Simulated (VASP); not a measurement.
# GaCuSe2 (P-4m2) in VASP: further runs

GaCuSe2 is run at these levels: PBEsol; tasks: single point, relaxation of cell and atoms.

Everything below comes from runs of VASP 6.6.1. Logs are shortened: lines on timing, memory, paths and dates and some standing lists are left out, and cuts for length are marked.

## Step 1: The cell of the first run

It takes space group P-4m2 (No. 115, tetragonal). Conventional cell: a = 3.925 Å, b = 3.925 Å, c = 5.581 Å, α = 90.00°, β = 90.00°, γ = 90.00°. Within 3.1 Å of Cu (site symmetry -4m2) lie 4 Se at 2.37 Å. Se (site symmetry 2mm) has 2 Cu at 2.37 Å and 2 Ga at 2.45 Å within 3.1 Å. Ga (site symmetry -4m2) has 4 Se at 2.45 Å within 3.2 Å.

## Step 2: Single point, PBEsol

Contents of INCAR:

```
PREC = Accurate
ENCUT = 520
EDIFF = 1E-6
ISMEAR = -1
SIGMA = 0.03
LREAL = F
LASPH = T
NELM = 100
ALGO = Normal
ISIF = 2
LWAVE = F
LCHARG = F
GGA = PS
NBANDS = 26
```

Contents of KPOINTS:

```
regular mesh
0
Gamma
  6 6 4
```

Contents of POSCAR:

```
GaCuSe2
1.0
    3.9245077597      0.0000000000      0.0000000000
    0.0000000000      3.9245077597      0.0000000000
    0.0000000000      0.0000000000      5.5806394217
Cu Se Ga
1 2 1
Direct
    0.0000000000      0.0000000000      0.0000000000
    0.0000000000      0.5000000000      0.2385316193
    0.5000000000      0.0000000000      0.7614683807
    0.5000000000      0.5000000000      0.5000000000
```

Potentials or basis: VASP PAW PBE potentials, release 64 (Cu, Se, Ga_d).

Command:

```bash
$ cat potpaw_PBE.64/Cu/POTCAR potpaw_PBE.64/Se/POTCAR potpaw_PBE.64/Ga_d/POTCAR > POTCAR
$ mpirun -np 1 vasp_std > vasp.out
```

OUTCAR:

```text
PREC = Accurate
   ENCUT = 520
   EDIFF = 1E-6
   ISMEAR = -1
   LREAL = F
   LASPH = T
   NELM = 100
   ISIF = 2
   GGA = PS

 ion  position               nearest neighbor table
   1  0.000  0.000  0.000-   2 2.37   3 2.37   2 2.37   3 2.37
   2  0.000  0.500  0.239-   1 2.37   1 2.37   4 2.45   4 2.45
   3  0.500  0.000  0.761-   1 2.37   1 2.37   4 2.45   4 2.45
   4  0.500  0.500  0.500-   2 2.45   3 2.45   3 2.45   2 2.45

  LATTYP: Found a simple tetragonal cell.
 ALAT       =     3.9245077597
 C/A-ratio  =     1.4219972958

  Lattice vectors:

 A1 = (   3.9245077597,   0.0000000000,   0.0000000000)
 A2 = (   0.0000000000,   3.9245077597,   0.0000000000)
 A3 = (   0.0000000000,   0.0000000000,   5.5806394217)

Analysis of symmetry for initial positions (statically):
=====================================================================
 Subroutine PRICEL returns:
 Original cell was already a primitive cell.

 Routine SETGRP: Setting up the symmetry group for a
 simple tetragonal supercell.

 Subroutine GETGRP returns: Found  8 space group operations
 (whereof  8 operations were pure point group operations)
 out of a pool of 16 trial point group operations.

The static configuration has the point symmetry D_2d.

Analysis of symmetry for dynamics (positions and initial velocities):
=====================================================================
 Subroutine PRICEL returns:
 Original cell was already a primitive cell.

 Routine SETGRP: Setting up the symmetry group for a
 simple tetragonal supercell.

 Subroutine GETGRP returns: Found  8 space group operations
 (whereof  8 operations were pure point group operations)
 out of a pool of 16 trial point group operations.

The dynamic configuration has the point symmetry D_2d.

 Subroutine INISYM returns: Found  8 space group operations
 (whereof  8 operations are pure point group operations),
 and found     1 'primitive' translations

----------------------------------------------------------------------------------------

                                     Primitive cell

  volume of cell :      85.9517

  direct lattice vectors                    reciprocal lattice vectors
     3.924507760  0.000000000  0.000000000     0.254809026  0.000000000  0.000000000
     0.000000000  3.924507760  0.000000000     0.000000000  0.254809026  0.000000000
     0.000000000  0.000000000  5.580639422     0.000000000  0.000000000  0.179190936

  length of vectors
     3.924507760  3.924507760  5.580639422     0.254809026  0.254809026  0.179190936

  position of ions in fractional coordinates (direct lattice)
     0.000000000  0.000000000  0.000000000
     0.000000000  0.500000000  0.238531619
     0.500000000  0.000000000  0.761468381
     0.500000000  0.500000000  0.500000000

  ion indices of the primitive-cell ions
   primitive index   ion index
                 1           1
                 2           2
                 3           3
                 4           4

----------------------------------------------------------------------------------------

 KPOINTS: regular mesh

Automatic generation of k-mesh.
 Grid dimensions read from file:
 generate k-points for:    6    6    4

 Generating k-lattice:

  Cartesian coordinates                     Fractional coordinates (reciprocal lattice)
     0.042468171  0.000000000  0.000000000     0.166666667  0.000000000  0.000000000
     0.000000000  0.042468171  0.000000000     0.000000000  0.166666667  0.000000000
     0.000000000  0.000000000  0.044797734     0.000000000  0.000000000  0.250000000

  Length of vectors
     0.042468171  0.042468171  0.044797734

  Shift w.r.t. Gamma in fractional coordinates (k-lattice)
     0.000000000  0.000000000  0.000000000

 Subroutine IBZKPT returns following result:
 ===========================================

 Found     30 irreducible k-points:

 Following reciprocal coordinates:
            Coordinates               Weight
  0.000000  0.000000  0.000000      1.000000
  0.166667  0.000000  0.000000      4.000000
  0.333333  0.000000  0.000000      4.000000
  0.500000  0.000000  0.000000      2.000000
  0.166667  0.166667  0.000000      4.000000
  0.333333  0.166667  0.000000      8.000000
[... 16 lines left out ...]
  0.333333  0.000000  0.500000      4.000000
  0.500000  0.000000  0.500000      2.000000
 [... further k-points ...]
   k-points           NKPTS =     30   k-points in BZ     NKDIM =     30   number of bands    NBANDS=     26
   number of dos      NEDOS =    301   number of ions     NIONS =      4
   total plane-waves  NPLWV =  37800
   dimension x,y,z NGX =    30 NGY =   30 NGZ =   42
   dimension x,y,z NGXF=    60 NGYF=   60 NGZF=   84
   ions per type =               1   2   1
   NGX,Y,Z   is equivalent  to a cutoff of  12.71, 12.71, 12.51 a.u.
   NGXF,Y,Z  is equivalent  to a cutoff of  25.42, 25.42, 25.02 a.u.
 SYSTEM =  unknown system
   PREC   = accura    normal or accurate (medium, high low for compatibility)
   ISTART =      0    job   : 0-new  1-cont  2-samecut
   ICHARG =      2    charge: 1-file 2-atom 10-const
   ISPIN  =      1    spin polarized calculation?
   LNONCOLLINEAR =      F non collinear calculations
   LSORBIT =      F    spin-orbit coupling
   LASPH  =      T    aspherical Exc in radial PAW
   ENCUT  =  520.0 eV  38.22 Ry    6.18 a.u.   7.30  7.30 10.38*2*pi/ulx,y,z
   NELM   =    100;   NELMIN=  2; NELMDL= -5     # of ELM steps
   EDIFF  = 0.1E-05   stopping-criterion for ELM
   LREAL  =      F    real-space projection
   EDIFFG = 0.1E-04   stopping-criterion for IOM
   NSW    =      0    number of steps for IOM
   IBRION =     -1    ionic relax: 0-MD 1-quasi-New 2-CG
   NFREE  =      0    steps in history (QN), initial steepest desc. (CG)
   ISIF   =      2    stress and relaxation
   ISYM   =      2    0-nonsym 1-usesym 2-fastsym
   POTIM  = 0.5000    time-step for ionic-motion
   TEBEG  =    0.0;   TEEND  =   0.0 temperature during run
   PSTRESS=    0.0 pullay stress
   NELECT =      36.0000    total number of electrons
   NUPDOWN=      -1.0000    fix difference up-down
   EMIN   =  10.00;   EMAX   =-10.00  energy-range for DOS
   EFERMI =   0.00;   METHOD = LEGACY
   ISMEAR =    -1;   SIGMA  =   0.03  broadening in eV -4-tet -1-fermi 0-gaus
   EFERMI_NEDOS =   21; number of points for ismear=-14 and -15
   IALGO  =     38    algorithm
   IMIX   =      4    mixing-type and parameters
     AMIX     =   0.40;   BMIX     =  1.00
     AMIX_MAG =   1.60;   BMIX_MAG =  1.00
  volume/ion in A,a.u.               =      21.49       145.01
  Fermi-wavevector in a.u.,A,eV,Ry     =   1.224872  2.314673 20.412993  1.500313
  Thomas-Fermi vector in A             =   2.359931
   LORBIT       =      0    0 simple, 1 ext, 2 COOP (PROOUT), +10 PAW based schemes
   GGA     = PS    functional components
   LHFCALC =     F    Hartree Fock is set to
   AEXX    =    0.0000 exact exchange contribution
   IVDW    =     0    specifies the selected vdW correction
   LEPSILON=     F    determine dielectric tensor
   LRPA    =     F    only Hartree local field effects (RPA)
 non-spin polarized calculation
  energy-cutoff  :      520.00
  volume of cell :       85.95
 maximum number of plane-waves:      2348
 NGX is ok and might be reduce to    30
   NGX = 15   NGY = 15   NGZ = 21

 number of electron      36.0000017 magnetization

 Free energy of the ion-electron system (eV)
  ---------------------------------------------------
  ext. energy  EPLUGINS =         0.00000000
  ---------------------------------------------------
  free energy    TOTEN  =       -17.15827324 eV

  energy without entropy =      -17.15738770  energy(sigma->0) =      -17.15783047

 E-fermi :   4.1250     XC(G=0):  -9.8952

 val. band max:        4.1142250505   @ k =   0.0000   0.0000   0.0000
 cond. band min:       4.3445739754   @ k =   0.5000   0.0000   0.5000
 fundamental gap:      0.2303489248
 Fermi energy:         4.1249943603

 k-point     1 :       0.0000    0.0000    0.0000
  band No.  band energies     occupation
      1     -11.4930      2.00000
      2     -11.3471      2.00000
      3     -11.3471      2.00000
      4     -11.3062      2.00000
      5     -11.2589      2.00000
      6     -10.6137      2.00000
[... 18 lines left out ...]
     25      12.6265      0.00000
     26      14.1928      0.00000

 k-point     2 :       0.1667    0.0000    0.0000
  band No.  band energies     occupation
      1     -11.4924      2.00000
      2     -11.3809      2.00000
      3     -11.3465      2.00000
      4     -11.3039      2.00000
      5     -11.2615      2.00000
      6     -10.4285      2.00000
[... 18 lines left out ...]
     25      12.7857      0.00000
     26      13.2011      0.00000

 k-point     3 :       0.3333    0.0000    0.0000
  band No.  band energies     occupation
      1     -11.5026      2.00000
      2     -11.4152      2.00000
      3     -11.3454      2.00000
      4     -11.2990      2.00000
      5     -11.2669      2.00000
      6      -9.9842      2.00000
[... 18 lines left out ...]
     25      11.7815      0.00000
     26      12.1744      0.00000

 k-point     4 :       0.5000    0.0000    0.0000
  band No.  band energies     occupation
      1     -11.5137      2.00000
      2     -11.4205      2.00000
      3     -11.3448      2.00000
      4     -11.2963      2.00000
      5     -11.2695      2.00000
      6      -9.6001      2.00000
[... 18 lines left out ...]
     25      10.7055      0.00000
     26      11.6266      0.00000
[... 496 lines left out ...]
      1     -11.5164      2.00000
      2     -11.3740      2.00000
      3     -11.3470      2.00000
      4     -11.3012      2.00000
      5     -11.2615      2.00000
      6      -9.9980      2.00000
[... 18 lines left out ...]
     25      10.2654      0.00000
     26      11.5826      0.00000

 k-point    23 :       0.3333    0.0000    0.5000
  band No.  band energies     occupation
      1     -11.5161      2.00000
      2     -11.4105      2.00000
      3     -11.3458      2.00000
      4     -11.2964      2.00000
      5     -11.2668      2.00000
      6      -9.7119      2.00000
[... 18 lines left out ...]
     25      11.0046      0.00000
     26      11.5879      0.00000

 k-point    24 :       0.5000    0.0000    0.5000
  band No.  band energies     occupation
      1     -11.5204      2.00000
      2     -11.4209      2.00000
      3     -11.3452      2.00000
      4     -11.2940      2.00000
      5     -11.2695      2.00000
      6      -9.5637      2.00000
[... 18 lines left out ...]
     25      11.8703      0.00000
     26      11.8862      0.00000

 [... further k-points ...]
[... 5 lines left out ...]
  --------------------------------------------------------------------------------------
  -------------------------------------------------------------------------------------
  Total        0.0965896      0.0965896      0.0796271      0.0000000      0.0000000     -0.0000000
  in kB        1.8004732      1.8004732      1.4842842      0.0000000      0.0000000     -0.0000000
  external PRESSURE =       1.6950769 kB  Pullay stress =       0.0000000 kB

 VOLUME and BASIS-vectors are now :
 -----------------------------------------------------------------------------
  energy-cutoff  :      520.00
  volume of cell :       85.95
      direct lattice vectors                 reciprocal lattice vectors
     3.924507760  0.000000000  0.000000000     0.254809026  0.000000000  0.000000000
     0.000000000  3.924507760  0.000000000     0.000000000  0.254809026  0.000000000
     0.000000000  0.000000000  5.580639422     0.000000000  0.000000000  0.179190936

 POSITION                                       TOTAL-FORCE (eV/Angst)
 -----------------------------------------------------------------------------------
      0.00000      0.00000      0.00000         0.000000      0.000000      0.000000
      0.00000      1.96225      1.33116         0.000000      0.000000      0.023768
      1.96225      0.00000      4.24948         0.000000      0.000000     -0.023768
      1.96225      1.96225      2.79032         0.000000     -0.000000      0.000000
 -----------------------------------------------------------------------------------
    total drift:                                0.000000      0.000000      0.000000

  FREE ENERGIE OF THE ION-ELECTRON SYSTEM (eV)
  ---------------------------------------------------
  free  energy   TOTEN  =       -17.1582732426 eV

  energy  without entropy=      -17.1573876995  energy(sigma->0) =      -17.15783047
```

Wall time 1.8 min (1 thread of Intel Xeon 8259CL, shared host); peak memory 0.23 GiB.

What came out:

```
Free energy            : -17.1583 eV
Pressure               : 0.2 GPa
Largest force          : 0.024 eV/Å
Band gap on the k mesh : zero (filled and empty bands touch)
```

Forces on the atoms (eV/Å):
```
Cu   0.000  0.000  0.000
Se   0.000  0.000  0.024
Se   0.000  0.000 -0.024
Ga   0.000  0.000  0.000
```

Caveat: the PAW data sets were made with another functional, which shifts forces and pressure a little. With open d or f shells a metallic result of PBEsol can be an artefact of self-interaction; +U or a hybrid may open a gap.

## Step 3: Relaxation of cell and atoms, PBEsol

Contents of INCAR:

```
SYSTEM = GaCuSe2
ALGO = Normal
EDIFF = 1E-6
EDIFFG = -0.01
ENCUT = 600
GGA = PS
IBRION = 2
ISIF = 3
ISMEAR = -1
LASPH = .TRUE.
LCHARG = .FALSE.
LREAL = .FALSE.
LWAVE = .FALSE.
NELM = 80
NSW = 100
PREC = Accurate
SIGMA = 0.03
```

Contents of KPOINTS:

```
k-points
0
G
  6 6 4
  0 0 0
```

Contents of POSCAR:

```
GaCuSe2
1.0
    3.9313493875      0.0000000000      0.0000000000
    0.0000000000      3.9313493875      0.0000000000
    0.0000000000      0.0000000000      5.5597676222
Cu Se Ga
1 2 1
Direct
    0.0000000000      0.0000000000      0.0000000000
    0.0000000000      0.5000000000      0.2500000000
    0.5000000000      0.0000000000      0.7500000000
    0.5000000000      0.5000000000      0.5000000000
```

Potentials or basis: VASP PAW PBE potentials, release 64 (Cu, Se, Ga_d).

Command:

```bash
$ cat potpaw_PBE.64/Cu/POTCAR potpaw_PBE.64/Se/POTCAR potpaw_PBE.64/Ga_d/POTCAR > POTCAR
$ mpirun -np 1 vasp_std > vasp.out
```

Run time: 7.8 min. Hardware: 1 thread of Intel Xeon 8259CL, shared host; peak memory 0.27 GiB.

Results (log left out):

```yaml
Free_energy: -17.1586 eV
Relaxed_volume: 21.54 Å³/atom
Relaxed_cell: a = 3.927 Å, b = 3.927 Å, c = 5.588 Å, α = 90.00°, β = 90.00°, γ = 90.00°
Space_group_after_relaxing_to_0.1_Å: P-4m2 (No. 115)
Energy_gained_by_relaxing: 11.2 meV/atom
Ionic_steps: 9
Pressure_after_relaxing: 0.0 GPa
Largest_force_after_relaxing: 0.005 eV/Å
Band_gap_on_the_k_mesh: zero (filled and empty bands touch)
```

Forces in eV/Å, atoms in the order of the input:
```
Cu   0.000  0.000  0.000
Se   0.000  0.000  0.005
Se   0.000  0.000 -0.005
Ga   0.000  0.000  0.000
```

The path:
```
step  energy change (eV)  largest force (eV/Å)  pressure (GPa)  volume (Å³)
   1              0.0000                0.7073            0.48        85.93
   2             -0.0359                0.2988           -0.32        86.73
   3             -0.0418                0.0747           -0.78        87.19
   4             -0.0443                0.0092            0.30        85.80
   5             -0.0447                0.0154            0.04        86.18
   6             -0.0447                0.0166            0.00        86.20
   7             -0.0447                0.0096           -0.03        86.22
   8             -0.0447                0.0026           -0.07        86.24
   9             -0.0448                0.0052            0.01        86.18
```

Final structure:
```yaml
crystal:
  lattice:
    - [3.92711, 0.00000, 0.00000]
    - [0.00000, 3.92711, 0.00000]
    - [0.00000, 0.00000, 5.58803]
  atoms:
    - { symbol: Cu, position: [0.00000, 0.00000, 0.00000] }
    - { symbol: Se, position: [0.00000, 0.50000, 0.23887] }
    - { symbol: Se, position: [0.50000, 0.00000, 0.76113] }
    - { symbol: Ga, position: [0.50000, 0.50000, 0.50000] }
```

Levels at points of the mesh, in eV from the Fermi level:
```csv
k point,band 15,band 16,band 17,band 18,band 19,band 20,band 21,band 22
"(0.00, 0.00, 0.00)",-2.26,-0.21,-0.15,-0.01,-0.01,1.57,2.85,4.25
"(0.50, 0.00, 0.00)",-2.03,-1.72,-1.72,-0.54,1.67,4.37,4.61,4.90
"(0.50, 0.50, 0.00)",-2.13,-2.02,-2.02,-1.59,1.40,1.70,1.70,3.40
"(0.00, 0.00, 0.50)",-2.03,-1.80,-0.79,-0.79,1.71,1.76,3.71,4.45
"(0.50, 0.00, 0.50)",-1.82,-1.50,-0.66,-0.43,0.22,2.50,4.36,4.46
"(0.50, 0.50, 0.50)",-2.19,-2.12,-1.96,-1.89,2.92,4.03,4.03,6.13
```

Caveat: the PAW data sets were made with another functional, which shifts forces and pressure a little. With open d or f shells a metallic result of PBEsol can be an artefact of self-interaction; +U or a hybrid may open a gap.
